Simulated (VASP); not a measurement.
# As (Pm-3m) in VASP: a series of runs

As is run at these levels: revPBE; tasks: single point, relaxation of cell and atoms.

All numbers are computed with VASP 6.6.1; they aren't measurements. Logs are shortened: lines on timing, memory, paths and dates and some standing lists are left out, and cuts for length are marked.

## (1) The cell of the first run

It takes space group Pm-3m (No. 221, cubic). The conventional cell has a = 2.854 Å, b = 2.854 Å, c = 2.854 Å, α = 90.00°, β = 90.00°, γ = 90.00°. Within 3.8 Å of As (site symmetry m-3m) lie 6 As at 2.85 Å.

## (2) Single point, revPBE (volume scaled by 1.12)

INCAR

```
SYSTEM = As
  ALGO = Normal
  EDIFF = 1E-7
  ENCUT = 520
  GGA = RE
  ISIF = 2
  ISMEAR = -1
  LASPH = .True.
  LCHARG = .True.
  LELF = .True.
  LREAL = .False.
  LVHAR = .True.
  LWAVE = .False.
  NBANDS = 8
  NELM = 100
  PREC = Accurate
  SIGMA = 0.1
```

KPOINTS

```
k-points
0
Gamma
  13 13 13
  0 0 0
```

POSCAR

```
As
1.0
    2.8538268151      0.0000000000      0.0000000000
    0.0000000000      2.8538268151      0.0000000000
    0.0000000000      0.0000000000      2.8538268151
As
1
Direct
    0.0000000000      0.0000000000      0.0000000000
```

Potentials or basis: VASP PAW PBE potentials, release 64 (As).

The run is started by

```console
cat potpaw_PBE.64/As/POTCAR > POTCAR
mpirun -np 1 vasp_std > vasp.out
```

OUTCAR:

```text
SYSTEM = As
   EDIFF = 1E-7
   ENCUT = 520
   GGA = RE
   ISIF = 2
   ISMEAR = -1
   LASPH = .True.
   LREAL = .False.
   NELM = 100
   PREC = Accurate

 ion  position               nearest neighbor table
   1  0.000  0.000  0.000-

  LATTYP: Found a simple cubic cell.
 ALAT       =     2.8538268151

  Lattice vectors:

 A1 = (   2.8538268151,   0.0000000000,   0.0000000000)
 A2 = (   0.0000000000,   2.8538268151,   0.0000000000)
 A3 = (   0.0000000000,   0.0000000000,   2.8538268151)

Analysis of symmetry for initial positions (statically):
=====================================================================
 Subroutine PRICEL returns:
 Original cell was already a primitive cell.

 Routine SETGRP: Setting up the symmetry group for a
 simple cubic supercell.

 Subroutine GETGRP returns: Found 48 space group operations
 (whereof 48 operations were pure point group operations)
 out of a pool of 48 trial point group operations.

The static configuration has the point symmetry O_h .

Analysis of symmetry for dynamics (positions and initial velocities):
=====================================================================
 Subroutine PRICEL returns:
 Original cell was already a primitive cell.

 Routine SETGRP: Setting up the symmetry group for a
 simple cubic supercell.

 Subroutine GETGRP returns: Found 48 space group operations
 (whereof 48 operations were pure point group operations)
 out of a pool of 48 trial point group operations.

The dynamic configuration has the point symmetry O_h .

 Subroutine INISYM returns: Found 48 space group operations
 (whereof 48 operations are pure point group operations),
 and found     1 'primitive' translations

----------------------------------------------------------------------------------------

                                     Primitive cell

  volume of cell :      23.2425

  direct lattice vectors                    reciprocal lattice vectors
     2.853826815  0.000000000  0.000000000     0.350406687  0.000000000  0.000000000
     0.000000000  2.853826815  0.000000000     0.000000000  0.350406687  0.000000000
     0.000000000  0.000000000  2.853826815     0.000000000  0.000000000  0.350406687

  length of vectors
     2.853826815  2.853826815  2.853826815     0.350406687  0.350406687  0.350406687

  position of ions in fractional coordinates (direct lattice)
     0.000000000  0.000000000  0.000000000

  ion indices of the primitive-cell ions
   primitive index   ion index
                 1           1

----------------------------------------------------------------------------------------

 KPOINTS: k-points

Automatic generation of k-mesh.
 Grid dimensions read from file:
 generate k-points for:   13   13   13

 Generating k-lattice:

  Cartesian coordinates                     Fractional coordinates (reciprocal lattice)
     0.026954361  0.000000000  0.000000000     0.076923077  0.000000000  0.000000000
     0.000000000  0.026954361  0.000000000     0.000000000  0.076923077  0.000000000
     0.000000000  0.000000000  0.026954361     0.000000000  0.000000000  0.076923077

  Length of vectors
     0.026954361  0.026954361  0.026954361

  Shift w.r.t. Gamma in fractional coordinates (k-lattice)
     0.000000000  0.000000000  0.000000000

 Subroutine IBZKPT returns following result:
 ===========================================

 Found     84 irreducible k-points:

 Following reciprocal coordinates:
            Coordinates               Weight
  0.000000  0.000000  0.000000      1.000000
  0.076923  0.000000  0.000000      6.000000
  0.153846  0.000000  0.000000      6.000000
  0.230769  0.000000  0.000000      6.000000
  0.307692  0.000000  0.000000      6.000000
  0.384615  0.000000  0.000000      6.000000
[... 16 lines left out ...]
  0.307692  0.307692  0.000000     12.000000
  0.384615  0.307692  0.000000     24.000000
 [... further k-points ...]
   k-points           NKPTS =     84   k-points in BZ     NKDIM =     84   number of bands    NBANDS=      8
   number of dos      NEDOS =    301   number of ions     NIONS =      1
   total plane-waves  NPLWV =  13824
   dimension x,y,z NGX =    24 NGY =   24 NGZ =   24
   dimension x,y,z NGXF=    48 NGYF=   48 NGZF=   48
   ions per type =               1
   NGX,Y,Z   is equivalent  to a cutoff of  13.98, 13.98, 13.98 a.u.
   NGXF,Y,Z  is equivalent  to a cutoff of  27.96, 27.96, 27.96 a.u.
 SYSTEM =  As
   PREC   = accura    normal or accurate (medium, high low for compatibility)
   ISTART =      0    job   : 0-new  1-cont  2-samecut
   ICHARG =      2    charge: 1-file 2-atom 10-const
   ISPIN  =      1    spin polarized calculation?
   LNONCOLLINEAR =      F non collinear calculations
   LSORBIT =      F    spin-orbit coupling
   LASPH  =      T    aspherical Exc in radial PAW
   ENCUT  =  520.0 eV  38.22 Ry    6.18 a.u.   5.31  5.31  5.31*2*pi/ulx,y,z
   NELM   =    100;   NELMIN=  2; NELMDL= -5     # of ELM steps
   EDIFF  = 0.1E-06   stopping-criterion for ELM
   LREAL  =      F    real-space projection
   EDIFFG = 0.1E-05   stopping-criterion for IOM
   NSW    =      0    number of steps for IOM
   IBRION =     -1    ionic relax: 0-MD 1-quasi-New 2-CG
   NFREE  =      0    steps in history (QN), initial steepest desc. (CG)
   ISIF   =      2    stress and relaxation
   ISYM   =      2    0-nonsym 1-usesym 2-fastsym
   POTIM  = 0.5000    time-step for ionic-motion
   TEBEG  =    0.0;   TEEND  =   0.0 temperature during run
   PSTRESS=    0.0 pullay stress
   NELECT =       5.0000    total number of electrons
   NUPDOWN=      -1.0000    fix difference up-down
   EMIN   =  10.00;   EMAX   =-10.00  energy-range for DOS
   EFERMI =   0.00;   METHOD = LEGACY
   ISMEAR =    -1;   SIGMA  =   0.10  broadening in eV -4-tet -1-fermi 0-gaus
   EFERMI_NEDOS =   21; number of points for ismear=-14 and -15
   IALGO  =     38    algorithm
   IMIX   =      4    mixing-type and parameters
     AMIX     =   0.40;   BMIX     =  1.00
     AMIX_MAG =   1.60;   BMIX_MAG =  1.00
  volume/ion in A,a.u.               =      23.24       156.85
  Fermi-wavevector in a.u.,A,eV,Ry     =   0.980928  1.853686 13.091800  0.962220
  Thomas-Fermi vector in A             =   2.111896
   LORBIT       =      0    0 simple, 1 ext, 2 COOP (PROOUT), +10 PAW based schemes
   GGA     = RE    functional components
   LHFCALC =     F    Hartree Fock is set to
   AEXX    =    0.0000 exact exchange contribution
   IVDW    =     0    specifies the selected vdW correction
   LEPSILON=     F    determine dielectric tensor
   LRPA    =     F    only Hartree local field effects (RPA)
 non-spin polarized calculation
  energy-cutoff  :      520.00
  volume of cell :       23.24
 maximum number of plane-waves:       647
 NGX is ok and might be reduce to    24
   NGX = 11   NGY = 11   NGZ = 11

 number of electron       5.0000001 magnetization

 Free energy of the ion-electron system (eV)
  ---------------------------------------------------
  ext. energy  EPLUGINS =         0.00000000
  ---------------------------------------------------
  free energy    TOTEN  =        -4.18698169 eV

  energy without entropy =       -4.17478440  energy(sigma->0) =       -4.18088304

 E-fermi :   4.3275     XC(G=0):  -9.6879

 val. band max:        4.2727156405   @ k =   0.3846   0.3077   0.3077
 cond. band min:       4.3507996696   @ k =   0.3077   0.2308   0.1538
 fundamental gap:      0.0780840290
 Fermi energy:         4.3274630818

 k-point     1 :       0.0000    0.0000    0.0000
  band No.  band energies     occupation
      1      -9.3502      2.00000
      2       7.8391      0.00000
      3       7.8391      0.00000
      4       7.8391      0.00000
      5      12.6105      0.00000
      6      12.6105      0.00000
      7      13.5751      0.00000
      8      27.1693      0.00000

 k-point     2 :       0.0769    0.0000    0.0000
  band No.  band energies     occupation
      1      -9.2580      2.00000
      2       6.7458      0.00000
      3       7.9170      0.00000
      4       7.9170      0.00000
      5      12.6970      0.00000
      6      13.2033      0.00000
      7      14.3438      0.00000
      8      25.6627      0.00000

 k-point     3 :       0.1538    0.0000    0.0000
  band No.  band energies     occupation
      1      -8.9857      2.00000
      2       4.7630      0.02535
      3       8.1430      0.00000
      4       8.1430      0.00000
      5      12.9525      0.00000
      6      13.6275      0.00000
      7      16.6714      0.00000
      8      23.6276      0.00000

 k-point     4 :       0.2308    0.0000    0.0000
  band No.  band energies     occupation
      1      -8.5486      2.00000
      2       2.7646      2.00000
      3       8.4918      0.00000
      4       8.4918      0.00000
      5      13.3619      0.00000
      6      14.1431      0.00000
      7      19.1845      0.00000
      8      21.7617      0.00000

 k-point     5 :       0.3077    0.0000    0.0000
  band No.  band energies     occupation
      1      -7.9837      2.00000
      2       0.9745      2.00000
      3       8.9126      0.00000
      4       8.9126      0.00000
      5      13.8894      0.00000
      6      14.8403      0.00000
      7      20.1843      0.00000
      8      20.1843      0.00000
[... 177 lines left out ...]
 k-point    22 :       0.4615    0.2308    0.0000
  band No.  band energies     occupation
      1      -6.1342      2.00000
      2      -0.5690      2.00000
      3       4.8874      0.00738
      4      10.1920      0.00000
      5      11.5474      0.00000
      6      16.6855      0.00000
      7      19.1074      0.00000
      8      19.8575      0.00000

 k-point    23 :       0.3077    0.3077    0.0000
  band No.  band energies     occupation
      1      -6.6152      2.00000
      2       2.1064      2.00000
      3       2.3799      2.00000
      4       9.9524      0.00000
      5      11.8614      0.00000
      6      16.0130      0.00000
      7      21.1015      0.00000
      8      21.7824      0.00000

 k-point    24 :       0.3846    0.3077    0.0000
  band No.  band energies     occupation
      1      -6.0082      2.00000
      2       0.8033      2.00000
      3       2.7737      2.00000
      4      10.3382      0.00000
      5      10.5598      0.00000
      6      16.7243      0.00000
      7      20.2412      0.00000
      8      21.4095      0.00000

 [... further k-points ...]

------------------------ aborting loop because EDIFF is reached ----------------------------------------

  FORCE on cell =-STRESS in cart. coord.  units (eV):
  Direction    XX          YY          ZZ          XY          YZ          ZX
  --------------------------------------------------------------------------------------
  -------------------------------------------------------------------------------------
  Total       -0.9921223     -0.9921223     -0.9921223     -0.0000000     -0.0000000     -0.0000000
  in kB      -68.3900580    -68.3900580    -68.3900580     -0.0000000     -0.0000000     -0.0000000
  external PRESSURE =     -68.3900580 kB  Pullay stress =       0.0000000 kB

 VOLUME and BASIS-vectors are now :
 -----------------------------------------------------------------------------
  energy-cutoff  :      520.00
  volume of cell :       23.24
      direct lattice vectors                 reciprocal lattice vectors
     2.853826815  0.000000000  0.000000000     0.350406687  0.000000000  0.000000000
     0.000000000  2.853826815  0.000000000     0.000000000  0.350406687  0.000000000
     0.000000000  0.000000000  2.853826815     0.000000000  0.000000000  0.350406687

 POSITION                                       TOTAL-FORCE (eV/Angst)
 -----------------------------------------------------------------------------------
      0.00000      0.00000      0.00000         0.000000      0.000000      0.000000
 -----------------------------------------------------------------------------------
    total drift:                               -0.000000      0.000000     -0.000000

  FREE ENERGIE OF THE ION-ELECTRON SYSTEM (eV)
  ---------------------------------------------------
  free  energy   TOTEN  =        -4.1869816899 eV

  energy  without entropy=       -4.1747843954  energy(sigma->0) =       -4.18088304
```

Run time: 6.9 s. Hardware: 1 thread of AMD EPYC 9R45 (Zen 5), shared host; peak memory 0.11 GiB.

What came out:

| Property | Result |
| --- | --- |
| Free energy | -4.1870 eV |
| Pressure | -6.8 GPa |

Caveat: the cell differs from its parent crystal (volume scaled by 1.12); the PAW data sets were made with another functional, which shifts forces and pressure a little.

## (3) Single point, revPBE

This run uses another cell than the first one, of 20.75 Å³/atom, 0.893 times its volume.

INCAR

```
SYSTEM = As
PREC = Accurate
ENCUT = 520
EDIFF = 1E-6
ISMEAR = -1
SIGMA = 0.1
LREAL = .FALSE.
LASPH = .TRUE.
NELM = 100
ALGO = Normal
ISIF = 2
LWAVE = .FALSE.
LCHARG = .FALSE.
GGA = RE
NBANDS = 8
```

KPOINTS

```
Automatic mesh
0
G
  19 19 19
  0 0 0
```

POSCAR

```
As
1.0
    2.7480308684      0.0000000000      0.0000000000
    0.0000000000      2.7480308684      0.0000000000
    0.0000000000      0.0000000000      2.7480308684
As
1
Direct
    0.0000000000      0.0000000000      0.0000000000
```

Potentials or basis: VASP PAW PBE potentials, release 64 (As).

The run is started by

```console
cat potpaw_PBE.64/As/POTCAR > POTCAR
mpirun -np 1 vasp_std > vasp.out
```

Run time: 10 s. Hardware: 1 thread of AMD EPYC 9R45 (Zen 5), shared host; peak memory 0.12 GiB.

It converged, with:

| Quantity | Value |
| --- | --- |
| Free energy | -4.2360 eV |
| Pressure | -0.1 GPa |

Levels at points of the mesh, in eV from the Fermi level:
| k point | band 1 | band 2 | band 3 | band 4 | band 5 |
| --- | --- | --- | --- | --- | --- |
| (0.00, 0.00, 0.00) | -14.57 | 3.95 | 3.95 | 3.95 | 8.39 |

Caveat: the PAW data sets were made with another functional, which shifts forces and pressure a little.

## (4) Relaxation of cell and atoms, revPBE

This run uses another cell than the first one, of 19.76 Å³/atom, 0.850 times its volume.

INCAR

```
SYSTEM = As
PREC     = Accurate       ! precision mode
ENCUT    = 600            ! plane-wave cutoff, eV
EDIFF    = 1E-7           ! SCF threshold, eV
ISMEAR   = -1             ! smearing method
SIGMA    = 0.1            ! smearing width, eV
LREAL    = .False.        ! projectors in reciprocal space
LASPH    = .True.         ! aspherical terms in the spheres
NELM     = 60             ! most SCF steps
ALGO     = Normal         ! electronic algorithm
ISIF     = 3              ! what is computed and relaxed
LWAVE    = .False.        ! write WAVECAR
LCHARG   = .False.        ! write CHGCAR
GGA      = RE             ! functional
IBRION   = 2              ! ionic algorithm
NSW      = 80             ! ionic steps
EDIFFG   = -0.01          ! ionic threshold
```

KPOINTS

```
Automatic mesh
0
Gamma
  12 12 12
  0 0 0
```

POSCAR

```
As
1.0
    2.7037441770      0.0000000000      0.0000000000
    0.0000000000      2.7037441770      0.0000000000
    0.0000000000      0.0000000000      2.7037441770
As
1
Direct
    0.0000000000      0.0000000000      0.0000000000
```

Potentials or basis: VASP PAW PBE potentials, release 64 (As).

The run is started by

```console
cat potpaw_PBE.64/As/POTCAR > POTCAR
mpirun -np 1 vasp_std > vasp.out
```

OUTCAR:

```text
SYSTEM = As
   PREC = Accurate
   ENCUT = 600
   EDIFF = 1E-7
   ISMEAR = -1
   LREAL = .False.
   LASPH = .True.
   NELM = 60
   ISIF = 3
   GGA = RE
   IBRION = 2
   NSW = 80
   EDIFFG = -0.01

 ion  position               nearest neighbor table
   1  0.000  0.000  0.000-

  LATTYP: Found a simple cubic cell.
 ALAT       =     2.7037441770

  Lattice vectors:

 A1 = (   2.7037441770,   0.0000000000,   0.0000000000)
 A2 = (   0.0000000000,   2.7037441770,   0.0000000000)
 A3 = (   0.0000000000,   0.0000000000,   2.7037441770)

Analysis of symmetry for initial positions (statically):
=====================================================================
 Subroutine PRICEL returns:
 Original cell was already a primitive cell.

[... 248 lines left out ...]
 E-fermi :   5.5796     XC(G=0): -10.1763

 val. band max:        5.5580971189   @ k =   0.4167   0.2500   0.0833
 cond. band min:       5.6419848634   @ k =   0.1667   0.0833   0.0000
 fundamental gap:      0.0838877445
 Fermi energy:         5.5795791672

 k-point     1 :       0.0000    0.0000    0.0000
  band No.  band energies     occupation
      1      -9.0839      2.00000
      2       9.4215      0.00000
      3       9.4215      0.00000
      4       9.4215      0.00000
      5      13.8661      0.00000
      6      13.8661      0.00000
[... 199 lines left out ...]
 k-point    24 :       0.4167    0.3333    0.0000
  band No.  band energies     occupation
      1      -4.6928      2.00000
      2       1.1811      2.00000
      3       3.4035      2.00000
      4      10.6461      0.00000
      5      12.7225      0.00000
      6      19.2309      0.00000

 [... further k-points ...]

------------------------ aborting loop because EDIFF is reached ----------------------------------------

  FORCE on cell =-STRESS in cart. coord.  units (eV):
  Direction    XX          YY          ZZ          XY          YZ          ZX
  --------------------------------------------------------------------------------------
  -------------------------------------------------------------------------------------
  Total        0.0016005      0.0016005      0.0016005     -0.0000000      0.0000000     -0.0000000
  in kB        0.1234254      0.1234254      0.1234254     -0.0000000      0.0000000     -0.0000000
  external PRESSURE =       0.1234254 kB  Pullay stress =       0.0000000 kB
[... 16 lines left out ...]
  FREE ENERGIE OF THE ION-ELECTRON SYSTEM (eV)
  ---------------------------------------------------
  free  energy   TOTEN  =        -4.2224839443 eV

  energy  without entropy=       -4.2027026481  energy(sigma->0) =       -4.21259330

 reached required accuracy - stopping structural energy minimisation
```

OSZICAR:

```text
N       E                     dE             d eps       ncg     rms          rms(c)
DAV:   1     0.643296810318E+01    0.64330E+01   -0.22807E+03  1008   0.707E+02
DAV:   2    -0.403177133784E+01   -0.10465E+02   -0.98647E+01  1446   0.737E+01
[... 23 lines left out ...]
DAV:   1    -0.422545819979E+01   -0.49361E-02   -0.96945E-02  1020   0.195E+00    0.268E-01
DAV:   2    -0.422342198874E+01    0.20362E-02   -0.14765E-03  1122   0.323E-01    0.145E-01
DAV:   3    -0.422248592129E+01    0.93607E-03   -0.21539E-03  1026   0.282E-01    0.382E-02
DAV:   4    -0.422248625352E+01   -0.33223E-06   -0.60262E-06  1176   0.300E-02    0.342E-02
DAV:   5    -0.422248398582E+01    0.22677E-05   -0.19526E-06  1134   0.127E-02    0.315E-03
DAV:   6    -0.422248394430E+01    0.41523E-07   -0.11935E-07  1128   0.256E-03
   3 F= -.42224839E+01 E0= -.42125933E+01  d E =-.120968E-01
```

It took 12 s on 1 thread of AMD EPYC 9R45 (Zen 5), shared host; peak memory 0.12 GiB.

What came out:

* Free energy: -4.2225 eV
* Relaxed volume: 20.78 Å³/atom
* Relaxed cell: a = 2.749 Å, b = 2.749 Å, c = 2.749 Å, α = 90.00°, β = 90.00°, γ = 90.00°
* Space group after relaxing (to 0.05 Å): Pm-3m (No. 221)
* Energy gained by relaxing: 12.1 meV/atom
* Ionic steps: 3
* Pressure after relaxing: 0.0 GPa

Step by step:
```tsv
step	energy change (eV)	largest force (eV/Å)	pressure (GPa)	volume (Å³)
1	0.0000	0.0000	4.00	19.76
2	-0.0101	0.0000	-1.42	21.21
3	-0.0121	0.0000	0.01	20.78
```

Final structure:
```cif
data_structure
_symmetry_space_group_name_H-M 'P 1'
_symmetry_Int_Tables_number 1
_cell_length_a 2.7491
_cell_length_b 2.7491
_cell_length_c 2.7491
_cell_angle_alpha 90.000
_cell_angle_beta 90.000
_cell_angle_gamma 90.000
_cell_volume 20.78
loop_
_atom_site_label
_atom_site_type_symbol
_atom_site_fract_x
_atom_site_fract_y
_atom_site_fract_z
_atom_site_occupancy
As1 As 0.00000 0.00000 0.00000 1
```

Caveat: the PAW data sets were made with another functional, which shifts forces and pressure a little.

## (5) Summary

| task | cell | k mesh | cutoff (eV) | gap on the mesh (eV) | pressure (GPa) |
| --- | --- | --- | --- | --- | --- |
| single point | a = 2.854 Å, 1 atom | 13 × 13 × 13 | 520 | none | -6.8 |
| single point | a = 2.748 Å, 1 atom | 19 × 19 × 19 | 520 | none | -0.1 |
| relaxation of cell and atoms | relaxed from a = 2.704 Å, 1 atom | 12 × 12 × 12 | 600 | none | 0.0 |

Alike in all rows: level revPBE; potentials or basis VASP PAW PBE potentials, release 64 (As); no spin polarisation; smearing fermi-dirac 0.1 eV.

Caveats: the PAW data sets were made with another functional, which shifts forces and pressure a little.

Total energies depend on the potentials used, so only differences within one code and one set of settings carry meaning.
